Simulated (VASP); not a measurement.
# Ti3Zn (Pm-3m) in VASP: further runs

Ti3Zn is run at these levels: LDA; tasks: single point.

Everything below comes from runs of VASP 6.6.1. Logs are shortened: lines on timing, memory, paths and dates and some standing lists are left out, and cuts for length are marked.

### Step 1. The cell of the first run

Symmetry: Pm-3m, No. 221, cubic system. Conventional cell: a = 3.839 Å, b = 3.839 Å, c = 3.839 Å, α = 90.00°, β = 90.00°, γ = 90.00°. Within 3.6 Å of Ti (site symmetry 4/mmm) lie 8 Ti at 2.71 Å and 4 Zn at 2.71 Å. Within 3.6 Å of Zn (site symmetry m-3m) lie 12 Ti at 2.71 Å.

### Step 2. Single point, LDA (14.14 Å³/atom)

File INCAR:

```
PREC = Accurate
ENCUT = 520
EDIFF = 1E-6
ISMEAR = 0
SIGMA = 0.15
LREAL = False
LASPH = True
NELM = 100
ALGO = Fast
ISIF = 2
LWAVE = False
LCHARG = False
NBANDS = 32
```

File KPOINTS:

```
Automatic mesh
0
Gamma
  12 12 12
```

File POSCAR:

```
Ti3Zn
1.0
    3.8389348898      0.0000000000      0.0000000000
    0.0000000000      3.8389348898      0.0000000000
    0.0000000000      0.0000000000      3.8389348898
Ti Zn
3 1
Direct
    0.0000000000      0.5000000000      0.5000000000
    0.5000000000      0.0000000000      0.5000000000
    0.5000000000      0.5000000000      0.0000000000
    0.0000000000      0.0000000000      0.0000000000
```

Potentials or basis: VASP PAW LDA potentials, release 64 (Ti_sv, Zn).

Run with:

```sh
$ cat potpaw_LDA.64/Ti_sv/POTCAR potpaw_LDA.64/Zn/POTCAR > POTCAR
$ mpirun -np 1 vasp_std > vasp.out
```

OUTCAR:

```text
PREC = Accurate
   ENCUT = 520
   EDIFF = 1E-6
   ISMEAR = 0
   LREAL = False
   LASPH = True
   NELM = 100
   ISIF = 2

 ion  position               nearest neighbor table
   1  0.000  0.500  0.500-   2 2.71   3 2.71   4 2.71   3 2.71   4 2.71   2 2.71   4 2.71   4 2.71
                             2 2.71   3 2.71   3 2.71   2 2.71
   2  0.500  0.000  0.500-   1 2.71   3 2.71   4 2.71   3 2.71   4 2.71   1 2.71   3 2.71   3 2.71
                             1 2.71   4 2.71   4 2.71   1 2.71
   3  0.500  0.500  0.000-   1 2.71   2 2.71   4 2.71   1 2.71   2 2.71   2 2.71   4 2.71   2 2.71
                             1 2.71   4 2.71   1 2.71   4 2.71
   4  0.000  0.000  0.000-   1 2.71   2 2.71   3 2.71   1 2.71   2 2.71   1 2.71   3 2.71   1 2.71
                             2 2.71   3 2.71   2 2.71   3 2.71

  LATTYP: Found a simple cubic cell.
 ALAT       =     3.8389348898

  Lattice vectors:

 A1 = (   3.8389348898,   0.0000000000,   0.0000000000)
 A2 = (   0.0000000000,   3.8389348898,   0.0000000000)
 A3 = (   0.0000000000,   0.0000000000,   3.8389348898)

Analysis of symmetry for initial positions (statically):
=====================================================================
 Subroutine PRICEL returns:
 Original cell was already a primitive cell.

 Routine SETGRP: Setting up the symmetry group for a
 simple cubic supercell.

 Subroutine GETGRP returns: Found 48 space group operations
 (whereof 48 operations were pure point group operations)
 out of a pool of 48 trial point group operations.

The static configuration has the point symmetry O_h .

Analysis of symmetry for dynamics (positions and initial velocities):
=====================================================================
 Subroutine PRICEL returns:
 Original cell was already a primitive cell.

 Routine SETGRP: Setting up the symmetry group for a
 simple cubic supercell.

 Subroutine GETGRP returns: Found 48 space group operations
 (whereof 48 operations were pure point group operations)
 out of a pool of 48 trial point group operations.

The dynamic configuration has the point symmetry O_h .

 Subroutine INISYM returns: Found 48 space group operations
 (whereof 48 operations are pure point group operations),
 and found     1 'primitive' translations

----------------------------------------------------------------------------------------

                                     Primitive cell

  volume of cell :      56.5760

  direct lattice vectors                    reciprocal lattice vectors
     3.838934890  0.000000000  0.000000000     0.260488919  0.000000000  0.000000000
     0.000000000  3.838934890  0.000000000     0.000000000  0.260488919  0.000000000
     0.000000000  0.000000000  3.838934890     0.000000000  0.000000000  0.260488919

  length of vectors
     3.838934890  3.838934890  3.838934890     0.260488919  0.260488919  0.260488919

  position of ions in fractional coordinates (direct lattice)
     0.000000000  0.500000000  0.500000000
     0.500000000  0.000000000  0.500000000
     0.500000000  0.500000000  0.000000000
     0.000000000  0.000000000  0.000000000

  ion indices of the primitive-cell ions
   primitive index   ion index
                 1           1
                 2           2
                 3           3
                 4           4

----------------------------------------------------------------------------------------

 KPOINTS: Automatic mesh

Automatic generation of k-mesh.
 Grid dimensions read from file:
 generate k-points for:   12   12   12

 Generating k-lattice:

  Cartesian coordinates                     Fractional coordinates (reciprocal lattice)
     0.021707410  0.000000000  0.000000000     0.083333333  0.000000000  0.000000000
     0.000000000  0.021707410  0.000000000     0.000000000  0.083333333  0.000000000
     0.000000000  0.000000000  0.021707410     0.000000000  0.000000000  0.083333333

  Length of vectors
     0.021707410  0.021707410  0.021707410

  Shift w.r.t. Gamma in fractional coordinates (k-lattice)
     0.000000000  0.000000000  0.000000000

 Subroutine IBZKPT returns following result:
 ===========================================

 Found     84 irreducible k-points:

 Following reciprocal coordinates:
            Coordinates               Weight
  0.000000  0.000000  0.000000      1.000000
  0.083333  0.000000  0.000000      6.000000
  0.166667  0.000000  0.000000      6.000000
  0.250000  0.000000  0.000000      6.000000
  0.333333  0.000000  0.000000      6.000000
  0.416667  0.000000  0.000000      6.000000
[... 16 lines left out ...]
  0.333333  0.333333  0.000000     12.000000
  0.416667  0.333333  0.000000     24.000000
 [... further k-points ...]
   k-points           NKPTS =     84   k-points in BZ     NKDIM =     84   number of bands    NBANDS=     32
   number of dos      NEDOS =    301   number of ions     NIONS =      4
   total plane-waves  NPLWV =  27000
   dimension x,y,z NGX =    30 NGY =   30 NGZ =   30
   dimension x,y,z NGXF=    60 NGYF=   60 NGZF=   60
   ions per type =               3   1
   NGX,Y,Z   is equivalent  to a cutoff of  12.99, 12.99, 12.99 a.u.
   NGXF,Y,Z  is equivalent  to a cutoff of  25.98, 25.98, 25.98 a.u.
 SYSTEM =  unknown system
   PREC   = accura    normal or accurate (medium, high low for compatibility)
   ISTART =      0    job   : 0-new  1-cont  2-samecut
   ICHARG =      2    charge: 1-file 2-atom 10-const
   ISPIN  =      1    spin polarized calculation?
   LNONCOLLINEAR =      F non collinear calculations
   LSORBIT =      F    spin-orbit coupling
   LASPH  =      T    aspherical Exc in radial PAW
   ENCUT  =  520.0 eV  38.22 Ry    6.18 a.u.   7.14  7.14  7.14*2*pi/ulx,y,z
   NELM   =    100;   NELMIN=  2; NELMDL= -5     # of ELM steps
   EDIFF  = 0.1E-05   stopping-criterion for ELM
   LREAL  =      F    real-space projection
   EDIFFG = 0.1E-04   stopping-criterion for IOM
   NSW    =      0    number of steps for IOM
   IBRION =     -1    ionic relax: 0-MD 1-quasi-New 2-CG
   NFREE  =      0    steps in history (QN), initial steepest desc. (CG)
   ISIF   =      2    stress and relaxation
   ISYM   =      2    0-nonsym 1-usesym 2-fastsym
   POTIM  = 0.5000    time-step for ionic-motion
   TEBEG  =    0.0;   TEEND  =   0.0 temperature during run
   PSTRESS=    0.0 pullay stress
   NELECT =      48.0000    total number of electrons
   NUPDOWN=      -1.0000    fix difference up-down
   EMIN   =  10.00;   EMAX   =-10.00  energy-range for DOS
   EFERMI =   0.00;   METHOD = LEGACY
   ISMEAR =     0;   SIGMA  =   0.15  broadening in eV -4-tet -1-fermi 0-gaus
   EFERMI_NEDOS =   21; number of points for ismear=-14 and -15
   IALGO  =     68    algorithm
   IMIX   =      4    mixing-type and parameters
     AMIX     =   0.40;   BMIX     =  1.00
     AMIX_MAG =   1.60;   BMIX_MAG =  1.00
  volume/ion in A,a.u.               =      14.14        95.45
  Fermi-wavevector in a.u.,A,eV,Ry     =   1.549808  2.928712 32.679889  2.401904
  Thomas-Fermi vector in A             =   2.654562
   LORBIT       =      0    0 simple, 1 ext, 2 COOP (PROOUT), +10 PAW based schemes
   GGA     = CA    functional components
   LHFCALC =     F    Hartree Fock is set to
   AEXX    =    0.0000 exact exchange contribution
   IVDW    =     0    specifies the selected vdW correction
   LEPSILON=     F    determine dielectric tensor
   LRPA    =     F    only Hartree local field effects (RPA)
 non-spin polarized calculation
 RMM-DIIS sequential band-by-band and
 Gauss-broadening in eV      SIGMA  =   0.15
  energy-cutoff  :      520.00
  volume of cell :       56.58
 maximum number of plane-waves:      1568
 NGX is ok and might be reduce to    30
   NGX = 15   NGY = 15   NGZ = 15

 number of electron      48.0000005 magnetization

 Free energy of the ion-electron system (eV)
  ---------------------------------------------------
  ext. energy  EPLUGINS =         0.00000000
  ---------------------------------------------------
  free energy    TOTEN  =       -28.07523195 eV

  energy without entropy =      -28.03372173  energy(sigma->0) =      -28.05447684

 E-fermi :   8.3353     XC(G=0): -12.6913

 val. band max:        8.3304406441   @ k =   0.3333   0.3333   0.1667
 cond. band min:       8.3390522120   @ k =   0.4167   0.4167   0.1667
 fundamental gap:      0.0086115678
 Fermi energy:         8.3353210768

 k-point     1 :       0.0000    0.0000    0.0000
  band No.  band energies     occupation
      1     -47.3560      2.00000
      2     -47.0710      2.00000
      3     -47.0710      2.00000
      4     -24.3096      2.00000
      5     -24.3096      2.00000
      6     -24.3096      2.00000
[... 24 lines left out ...]
     31      12.0247      0.00000
     32      12.0247      0.00000

 k-point     2 :       0.0833    0.0000    0.0000
  band No.  band energies     occupation
      1     -47.3517      2.00000
      2     -47.0753      2.00000
      3     -47.0709      2.00000
      4     -24.3013      2.00000
      5     -24.3013      2.00000
      6     -24.2975      2.00000
[... 24 lines left out ...]
     31      11.9528      0.00000
     32      12.0237      0.00000

 k-point     3 :       0.1667    0.0000    0.0000
  band No.  band energies     occupation
      1     -47.3392      2.00000
      2     -47.0878      2.00000
      3     -47.0706      2.00000
      4     -24.2771      2.00000
      5     -24.2771      2.00000
      6     -24.2617      2.00000
[... 24 lines left out ...]
     31      11.7197      0.00000
     32      12.0137      0.00000

 k-point     4 :       0.2500    0.0000    0.0000
  band No.  band energies     occupation
      1     -47.3198      2.00000
      2     -47.1074      2.00000
      3     -47.0703      2.00000
      4     -24.2406      2.00000
      5     -24.2406      2.00000
      6     -24.2039      2.00000
[... 654 lines left out ...]
     31      11.2140      0.00000
     32      11.6293      0.00000

 k-point    23 :       0.3333    0.3333    0.0000
  band No.  band energies     occupation
      1     -47.2456      2.00000
      2     -47.1414      2.00000
      3     -47.1085      2.00000
      4     -24.2694      2.00000
      5     -24.1000      2.00000
      6     -24.0710      2.00000
[... 24 lines left out ...]
     31      11.2196      0.00000
     32      11.4349      0.00000

 k-point    24 :       0.4167    0.3333    0.0000
  band No.  band energies     occupation
      1     -47.2245      2.00000
      2     -47.1552      2.00000
      3     -47.1154      2.00000
      4     -24.2521      2.00000
      5     -24.1622      2.00000
      6     -24.0221      2.00000
[... 24 lines left out ...]
     31      11.2881      0.00000
     32      11.4050      0.00000

 [... further k-points ...]

------------------------ aborting loop because EDIFF is reached ----------------------------------------

  FORCE on cell =-STRESS in cart. coord.  units (eV):
  Direction    XX          YY          ZZ          XY          YZ          ZX
  --------------------------------------------------------------------------------------
  -------------------------------------------------------------------------------------
  Total        2.8693359      2.8693359      2.8693359     -0.0000000     -0.0000000     -0.0000000
  in kB       81.2568026     81.2568026     81.2568026     -0.0000000     -0.0000000     -0.0000000
  external PRESSURE =      81.2568026 kB  Pullay stress =       0.0000000 kB

 VOLUME and BASIS-vectors are now :
 -----------------------------------------------------------------------------
  energy-cutoff  :      520.00
  volume of cell :       56.58
      direct lattice vectors                 reciprocal lattice vectors
     3.838934890  0.000000000  0.000000000     0.260488919  0.000000000  0.000000000
     0.000000000  3.838934890  0.000000000     0.000000000  0.260488919  0.000000000
     0.000000000  0.000000000  3.838934890     0.000000000  0.000000000  0.260488919

 POSITION                                       TOTAL-FORCE (eV/Angst)
 -----------------------------------------------------------------------------------
      0.00000      1.91947      1.91947         0.000000      0.000000      0.000000
      1.91947      0.00000      1.91947         0.000000      0.000000      0.000000
      1.91947      1.91947      0.00000         0.000000      0.000000      0.000000
      0.00000      0.00000      0.00000         0.000000      0.000000      0.000000
 -----------------------------------------------------------------------------------
    total drift:                                0.000000      0.000000     -0.000000

  FREE ENERGIE OF THE ION-ELECTRON SYSTEM (eV)
  ---------------------------------------------------
  free  energy   TOTEN  =       -28.0752319497 eV

  energy  without entropy=      -28.0337217319  energy(sigma->0) =      -28.05447684
```

It took 2.9 min on 1 thread of Intel Xeon 6975P-C (Granite Rapids), shared host; peak memory 0.24 GiB.

Results:

```
Free energy            : -28.0752 eV
Pressure               : 8.1 GPa
Band gap on the k mesh : zero (bands 24 and 25 overlap by 0.49 eV)
```

Caveat: the cell stands under pressure.

### Step 3. Single point, LDA (14.54 Å³/atom)

This run uses another cell than the first one, of 14.54 Å³/atom.

File INCAR:

```
SYSTEM = Ti3Zn
ALGO     = Fast           ! electronic algorithm
EDIFF    = 1E-6           ! SCF threshold, eV
ENCUT    = 520            ! plane-wave cutoff, eV
GGA      = CA             ! functional
ISIF     = 2              ! what is computed and relaxed
ISMEAR   = 0              ! smearing method
LASPH    = .True.         ! aspherical terms in the spheres
LCHARG   = .False.        ! write CHGCAR
LREAL    = .False.        ! projectors in reciprocal space
LWAVE    = .False.        ! write WAVECAR
NBANDS   = 32             ! bands
NELM     = 60             ! most SCF steps
PREC     = Accurate       ! precision mode
SIGMA    = 0.15           ! smearing width, eV
```

File KPOINTS:

```
k-points
0
Gamma
  12 12 12
  0 0 0
```

File POSCAR:

```
Ti3Zn
1.0
    3.8746992483      0.0000000000      0.0000000000
    0.0000000000      3.8746992483      0.0000000000
    0.0000000000      0.0000000000      3.8746992483
Ti Zn
3 1
Direct
    0.0000000000      0.5000000000      0.5000000000
    0.5000000000      0.0000000000      0.5000000000
    0.5000000000      0.5000000000      0.0000000000
    0.0000000000      0.0000000000      0.0000000000
```

Potentials or basis: VASP PAW LDA potentials, release 64 (Ti_sv, Zn).

Run with:

```sh
$ cat potpaw_LDA.64/Ti_sv/POTCAR potpaw_LDA.64/Zn/POTCAR > POTCAR
$ mpirun -np 1 vasp_std > vasp.out
```

Run time: 3.6 min. Hardware: 1 thread of Intel Xeon 6975P-C (Granite Rapids), shared host; peak memory 0.24 GiB.

Results (log left out):

* Free energy: -28.1352 eV
* Pressure: 3.9 GPa
* Band gap on the k mesh: zero (bands 24 and 25 overlap by 0.46 eV)

Levels at points of the mesh, in eV from the Fermi level:
| k point | band 22 | band 23 | band 24 | band 25 | band 26 | band 27 |
| --- | --- | --- | --- | --- | --- | --- |
| (0.00, 0.00, 0.00) | -1.08 | -1.08 | -1.08 | 2.36 | 2.36 | 2.36 |
| (0.50, 0.00, 0.00) | -0.98 | -0.77 | 0.28 | 0.84 | 0.84 | 1.29 |
| (0.50, 0.50, 0.00) | -1.15 | -0.29 | -0.16 | -0.16 | 1.04 | 1.04 |
| (0.50, 0.50, 0.50) | -0.14 | -0.14 | -0.14 | 0.83 | 0.83 | 0.83 |

Caveat: the cell stands under pressure.

### Step 4. Single point, LDA (15.34 Å³/atom)

This run uses another cell than the first one, of 15.34 Å³/atom.

File INCAR:

```
  PREC = Accurate
  ENCUT = 520
  EDIFF = 1E-6
  ISMEAR = 0
  SIGMA = 0.15
  LREAL = F
  LASPH = T
  NELM = 80
  ALGO = Fast
  ISIF = 2
  LWAVE = F
  LCHARG = T
  GGA = CA
  LELF = T
  LVHAR = T
  NBANDS = 32
```

File KPOINTS:

```
Automatic mesh
0
Gamma
  12 12 12
```

File POSCAR:

```
Ti3Zn
1.0
    3.9442259278      0.0000000000      0.0000000000
    0.0000000000      3.9442259278      0.0000000000
    0.0000000000      0.0000000000      3.9442259278
Ti Zn
3 1
Direct
    0.0000000000      0.5000000000      0.5000000000
    0.5000000000      0.0000000000      0.5000000000
    0.5000000000      0.5000000000      0.0000000000
    0.0000000000      0.0000000000      0.0000000000
```

Run with:

```sh
$ cat potpaw_LDA.64/Ti_sv/POTCAR potpaw_LDA.64/Zn/POTCAR > POTCAR
$ mpirun -np 1 vasp_std > vasp.out
```

Run time: 3.2 min. Hardware: 1 thread of Intel Xeon 6975P-C (Granite Rapids), shared host; peak memory 0.25 GiB.

It converged, with:

```yaml
Free_energy: -28.1414 eV
Pressure: -3.1 GPa
Band_gap_on_the_k_mesh: zero (bands 24 and 25 overlap by 0.41 eV)
```

Levels at points of the mesh, in eV from the Fermi level:
```csv
k point,band 20,band 21,band 22,band 23,band 24,band 25,band 26,band 27,band 28,band 29
"(0.00, 0.00, 0.00)",-1.07,-1.07,-0.99,-0.99,-0.99,2.19,2.19,2.19,2.24,2.24
"(0.50, 0.00, 0.00)",-1.95,-0.92,-0.92,-0.69,0.26,0.78,0.78,1.22,1.63,1.84
"(0.50, 0.50, 0.00)",-2.70,-1.21,-1.15,-0.28,-0.12,-0.12,0.98,0.98,1.86,1.86
"(0.50, 0.50, 0.50)",-1.64,-1.64,-0.21,-0.21,-0.21,0.80,0.80,0.80,1.30,2.13
```

Caveat: the cell stands under tension.

### Step 5. Summary

```tsv
cell	gap on the mesh (eV)	pressure (GPa)
a = 3.839 Å, 4 atoms	none	8.1
a = 3.875 Å, 4 atoms	none	3.9
a = 3.944 Å, 4 atoms	none	-3.1
```

Alike in all rows: task single point; level LDA; potentials or basis VASP PAW LDA potentials, release 64 (Ti_sv, Zn); no spin polarisation; k mesh 12 × 12 × 12; cutoff (eV) 520; smearing gaussian 0.15 eV.

Caveats: the cell stands under pressure (at least some runs); the cell stands under tension (at least some runs).

Absolute energies hang on the potentials; compare differences alone.
